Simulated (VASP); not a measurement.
# Ga12O19 (a cell with a defect) in VASP: notebook, part 3 of 4

VASP 6.6.1. Earlier steps stand in the parts before.

### 4 Single point, PBE

Contents of INCAR:

```
SYSTEM = Ga12O19
PREC     = Accurate       ! precision mode
ENCUT    = 520            ! plane-wave cutoff, eV
EDIFF    = 1E-6           ! SCF threshold, eV
ISMEAR   = -1             ! smearing method
SIGMA    = 0.01           ! smearing width, eV
LREAL    = Auto         
LASPH    = .TRUE.         ! aspherical terms in the spheres
NELM     = 120            ! most SCF steps
ALGO     = Normal         ! electronic algorithm
ISIF     = 2              ! what is computed and relaxed
LWAVE    = .FALSE.        ! write WAVECAR
LCHARG   = .TRUE.         ! write CHGCAR
GGA      = PE             ! functional
LELF     = .TRUE.         ! ELF
LVHAR    = .TRUE.       
NBANDS   = 156            ! bands
GGA_COMPAT= .FALSE.      
ISYM     = -1
```

Contents of KPOINTS:

```
explicit points
1
Reciprocal
  0.25000000   0.25000000   0.25000000 1
```

Contents of POSCAR:

```
Ga12O19
1.0
    0.0000000000      9.2496621800      0.0000000000
   -1.3977182400      0.0000000000      5.7085775500
    6.2279771500     -1.5416103600      0.0067278600
Ga O
12 19
Direct
    0.1172988794      0.6803649961      0.6945365695
    0.2307827029      0.3356001039      0.3180916151
    0.3040778696      0.1992639128      0.8190677261
    0.0280375729      0.7780056970      0.1832357496
    0.4530998184      0.6846592986      0.6970538886
    0.5541468718      0.3211379744      0.3192210146
    0.6382573976      0.2054362522      0.8247827699
    0.3660456503      0.8028399652      0.1872249916
    0.7806977422      0.6799815428      0.6977150523
    0.8812966116      0.3347672766      0.3145880507
    0.9727018599      0.1990567356      0.8133287307
    0.6993933940      0.8072180593      0.1955047199
    0.1716933787      0.7374115045      0.0216523894
    0.1677781519      0.2594062896      0.9918783953
    0.2778623400      0.4309243751      0.6550413744
    0.0627767206      0.5567749047      0.3558383478
    0.0531388928      0.1279588517      0.2764868395
    0.2867892211      0.8808454221      0.6915747300
    0.5059612135      0.7464738088      0.0207706060
    0.4994812937      0.2589907296      0.9949429281
    0.6091755491      0.4378419606      0.6588209249
    0.3965176835      0.5711262082      0.3541391094
    0.3909734585      0.1163550333      0.3337931725
    0.6146766469      0.8907088023      0.6799782047
    0.8329534675      0.7405715170      0.0209880826
    0.8332947290      0.2642729453      0.9900767711
    0.9416289428      0.4347700291      0.6544287953
    0.7261695551      0.5731276655      0.3569013594
    0.7225365512      0.1224749035      0.3322396747
    0.9496611413      0.8773865440      0.7173783629
    1.0318395538      1.0163827002      0.4609944505
```

Potentials or basis: VASP PAW PBE potentials, release 64 (Ga_d, O).

Command:

```
$ cat potpaw_PBE.64/Ga_d/POTCAR potpaw_PBE.64/O/POTCAR > POTCAR
$ mpirun -np 1 vasp_std > vasp.out
```

OUTCAR:

```text
SYSTEM = Ga12O19
   PREC = Accurate
   ENCUT = 520
   EDIFF = 1E-6
   ISMEAR = -1
   LREAL = Auto
   LASPH = .TRUE.
   NELM = 120
   ISIF = 2
   GGA = PE
   ISYM = -1

 ion  position               nearest neighbor table
   1  0.117  0.680  0.695-  30 1.95  18 1.97  13 1.98  16 2.06  27 2.10  15 2.10
   2  0.231  0.336  0.318-  23 1.96  17 1.97  14 1.98  22 2.00  15 2.04  16 2.05
   3  0.304  0.199  0.819-  18 1.85  14 1.85  20 1.87  15 1.89
   4  0.028  0.778  0.183-  25 1.84  13 1.86  16 1.87  31 1.99  17 2.00
   5  0.453  0.685  0.697-  18 1.92  19 1.96  24 1.96  21 2.06  22 2.08  15 2.13
   6  0.554  0.321  0.319-  29 1.94  23 1.96  20 1.97  21 2.06  22 2.08  28 2.11
   7  0.638  0.205  0.825-  26 1.85  24 1.86  20 1.86  21 1.90
   8  0.366  0.803  0.187-  13 1.84  19 1.85  23 1.85  22 1.90
   9  0.781  0.680  0.698-  30 1.91  25 1.96  24 1.97  21 2.06  28 2.07  27 2.09
  10  0.881  0.335  0.315-  26 1.97  29 1.97  28 2.03  17 2.03  16 2.05  27 2.06
  11  0.973  0.199  0.813-  30 1.84  14 1.87  27 1.88  26 1.90
  12  0.699  0.807  0.196-  25 1.84  29 1.85  19 1.85  28 1.89
  13  0.172  0.737  0.022-   8 1.84   4 1.86   1 1.98
  14  0.168  0.259  0.992-   3 1.85  11 1.87   2 1.98
  15  0.278  0.431  0.655-   3 1.89   2 2.04   1 2.10   5 2.13
[... 187 lines left out ...]
      1     -16.9626      2.00000
      2     -14.7641      2.00000
      3     -14.5292      2.00000
      4     -14.3461      2.00000
      5     -14.0397      2.00000
      6     -13.9998      2.00000
[... 139 lines left out ...]
    146      10.5189      0.00000
    147      10.8493      0.00000
 [bands above 147 left out]

------------------------ aborting loop because EDIFF is reached ----------------------------------------

  FORCE on cell =-STRESS in cart. coord.  units (eV):
  Direction    XX          YY          ZZ          XY          YZ          ZX
  --------------------------------------------------------------------------------------
  -------------------------------------------------------------------------------------
  Total        7.0955707      8.0418729     15.2193883      1.3566274      0.1750689     -5.3595719
  in kB       34.5606795     39.1698713     74.1296823      6.6077792      0.8527152    -26.1050806
  external PRESSURE =      49.2867444 kB  Pullay stress =       0.0000000 kB

 VOLUME and BASIS-vectors are now :
 -----------------------------------------------------------------------------
  energy-cutoff  :      520.00
  volume of cell :      328.94
      direct lattice vectors                 reciprocal lattice vectors
     0.000000000  9.249662180  0.000000000     0.026753887  0.108112056  0.006550563
    -1.397718240  0.000000000  5.708577550    -0.000189185  0.000000000  0.175128666
     6.227977150 -1.541610360  0.006727860     0.160523321  0.000000000  0.039303377

 POSITION                                       TOTAL-FORCE (eV/Angst)
 -----------------------------------------------------------------------------------
      3.37460      0.01427      3.88859        -0.000836     -0.000603      0.006095
      1.51199      1.64429      1.91794        -0.017422     -0.008755     -0.008478
      4.82262      1.54993      1.14302        -0.009722      0.001921     -0.008765
      0.05376     -0.02314      4.44254        -0.033750      0.009527     -0.033918
      3.38427      3.11643      3.91312         0.009771     -0.001626      0.005236
      1.53924      4.63356      1.83539        -0.008973      0.004787      0.002001
[... 23 lines left out ...]
      3.24148      7.67813      5.01346        -0.015443      0.005686      0.016709
      2.84816     -0.41617      0.09662         0.198275     -0.074262     -0.034157
 -----------------------------------------------------------------------------------
    total drift:                               -0.010793      0.011269     -0.001352

  FREE ENERGIE OF THE ION-ELECTRON SYSTEM (eV)
  ---------------------------------------------------
  free  energy   TOTEN  =      -181.7101966582 eV

  energy  without entropy=     -181.7101966582  energy(sigma->0) =     -181.71019666
```

OSZICAR:

```text
N       E                     dE             d eps       ncg     rms          rms(c)
DAV:   1     0.561735443465E+04    0.56174E+04   -0.10185E+05   336   0.315E+03
DAV:   2     0.137121423835E+04   -0.42461E+04   -0.39609E+04   312   0.986E+02
DAV:   3    -0.231339786114E+02   -0.13943E+04   -0.13198E+04   408   0.357E+02
DAV:   4    -0.195625820078E+03   -0.17249E+03   -0.16920E+03   368   0.136E+02
DAV:   5    -0.209086320446E+03   -0.13461E+02   -0.13384E+02   472   0.395E+01    0.308E+01
DAV:   6    -0.181207039552E+03    0.27879E+02   -0.11434E+02   568   0.644E+01    0.912E+00
DAV:   7    -0.181872260370E+03   -0.66522E+00   -0.12547E+01   368   0.114E+01    0.633E+00
DAV:   8    -0.181826088808E+03    0.46172E-01   -0.25521E+00   504   0.119E+01    0.237E+00
DAV:   9    -0.181710713257E+03    0.11538E+00   -0.55129E-01   416   0.639E+00    0.107E+00
DAV:  10    -0.181705449216E+03    0.52640E-02   -0.25431E-01   432   0.269E+00    0.322E-01
DAV:  11    -0.181708998995E+03   -0.35498E-02   -0.41244E-02   384   0.209E+00    0.255E-01
DAV:  12    -0.181709703243E+03   -0.70425E-03   -0.12724E-02   416   0.737E-01    0.120E-01
DAV:  13    -0.181710083579E+03   -0.38034E-03   -0.51571E-03   448   0.717E-01    0.644E-02
DAV:  14    -0.181710142772E+03   -0.59193E-04   -0.88378E-04   392   0.313E-01    0.300E-02
DAV:  15    -0.181710195834E+03   -0.53061E-04   -0.69294E-04   472   0.116E-01    0.129E-02
DAV:  16    -0.181710195054E+03    0.77928E-06   -0.38820E-05   424   0.128E-01    0.575E-03
DAV:  17    -0.181710196439E+03   -0.13848E-05   -0.19203E-05   360   0.350E-02    0.379E-03
DAV:  18    -0.181710196658E+03   -0.21906E-06   -0.66751E-06   288   0.260E-02
   1 F= -.18171020E+03 E0= -.18171020E+03  d E =-.164950E-13
```

It took 92 s on 1 thread of Intel Xeon 6975P-C (Granite Rapids), shared host; peak memory 0.38 GiB.

Results:

```
Free energy            : -181.7102 eV
Pressure               : 4.9 GPa
Largest force          : 0.214 eV/Å
Band gap on the k mesh : 3.70 eV
```

Forces in eV/Å, atoms in the order of the input:
```
Ga  -0.001 -0.001  0.006
Ga  -0.017 -0.009 -0.008
Ga  -0.010  0.002 -0.009
Ga  -0.034  0.010 -0.034
Ga   0.010 -0.002  0.005
Ga  -0.009  0.005  0.002
Ga  -0.005  0.002 -0.008
Ga   0.005  0.004  0.002
Ga   0.007  0.000  0.004
Ga  -0.015  0.002 -0.004
Ga  -0.016  0.002 -0.014
Ga   0.008 -0.004  0.000
O   -0.010  0.000 -0.007
O    0.014 -0.003  0.010
O    0.004 -0.003 -0.002
O   -0.001  0.001  0.003
O   -0.125  0.062  0.064
O   -0.018 -0.001  0.009
O   -0.007 -0.001 -0.007
O    0.014  0.000  0.006
O    0.005 -0.004 -0.006
O   -0.002  0.011  0.012
O    0.026 -0.005 -0.012
O   -0.026  0.000  0.011
O   -0.011 -0.003 -0.006
O    0.006 -0.001  0.008
O    0.004  0.002 -0.005
O   -0.002 -0.004  0.009
O    0.022  0.005 -0.013
O   -0.015  0.006  0.017
O    0.198 -0.074 -0.034
```

Stress tensor (GPa, compression positive):
```
 3.46  0.66 -2.61
 0.66  3.92  0.09
-2.61  0.09  7.41
```

Levels at points of the mesh, in eV from the valence-band top:
```csv
k point,band 131,band 132,band 133,band 134,band 135,band 136,band 137,band 138,band 139,band 140
"(0.25, 0.25, 0.25)",-0.84,-0.75,-0.64,-0.42,0.00,3.70,3.94,4.50,4.98,5.33
```

(Continued in part 4 of 4.)
